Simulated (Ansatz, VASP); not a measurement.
**Two plane-wave programs on CdS4**

```
CELL_PARAMETERS angstrom
4.83924 0.00000 0.00000
0.00000 4.83924 0.00000
0.00000 0.00000 4.98946
ATOMIC_POSITIONS crystal
Cd 0.00000 0.00000 0.50000
S 0.00000 0.50000 0.19829
S 0.50000 0.00000 0.19829
S 0.00000 0.50000 0.80171
S 0.50000 0.00000 0.80171
```

Alike in both runs: functional PBE; k mesh 8 × 8 × 8; occupations gaussian, width 0.1 eV; no spin polarisation.

Ansatz relaxed the structure, and its values are those at the end. VASP's run is a single point on that final structure, the one shown.

|  | VASP | Ansatz |
| --- | --- | --- |
| version | VASP 6.6.1 | Ansatz 0.2.0 |
| potentials or method | VASP PAW PBE potentials, release 64 (Cd, S), cutoff 520 eV | scalar-relativistic, plane waves, PAW |
| valence electrons in the cell | 36 | 44 |

```tsv
	VASP	Ansatz	Ansatz less VASP
gap on the k mesh at the Fermi level (eV)	none	none	-
pressure (GPa)	-0.2	0.0	+0.22
rms of the force components (eV/Å)	0.095	0.001	-0.0939
```

A gap of «none» marks a metal or a gap that the smearing closes. VASP's potentials hold 36 valence electrons a cell and Ansatz's 44, so a difference there can come from the potentials and not from the codes.
